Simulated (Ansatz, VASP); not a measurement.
Two plane-wave programs on GaN

```
Ga N
1.0
     3.19000    0.00000    0.00000
    -1.59500    2.76262    0.00000
     0.00000    0.00000    5.18900
Ga N
2 2
Direct
  0.33333 0.66667 0.00000
  0.66667 0.33333 0.50000
  0.33333 0.66667 0.37680
  0.66667 0.33333 0.87680
```

Alike in both runs: task relaxation of cell and atoms; functional PBE; k mesh 10 × 10 × 6; no spin polarisation.

|  | VASP | Ansatz |
| --- | --- | --- |
| version | VASP 6.6.1 | Ansatz 0.2.0 |
| potentials or method | VASP PAW PBE potentials, release 64 (Ga_d, N), cutoff 600 eV | scalar-relativistic, plane waves, PAW |
| occupations | gaussian, width 0.01 eV | fixed |
| valence electrons in the cell | 36 | 36 |

|  | VASP | Ansatz | Ansatz less VASP |
| --- | --- | --- | --- |
| gap on the k mesh at the Fermi level, each at its own relaxed structure (eV) | 1.72 | 1.71 | -0.002 |
| relaxed volume (Å³/atom) | 11.76 | 11.76 | -0.001 |
| relaxed cell length with the largest relative difference (Å) | 5.243 | 5.243 | -0.0004 |
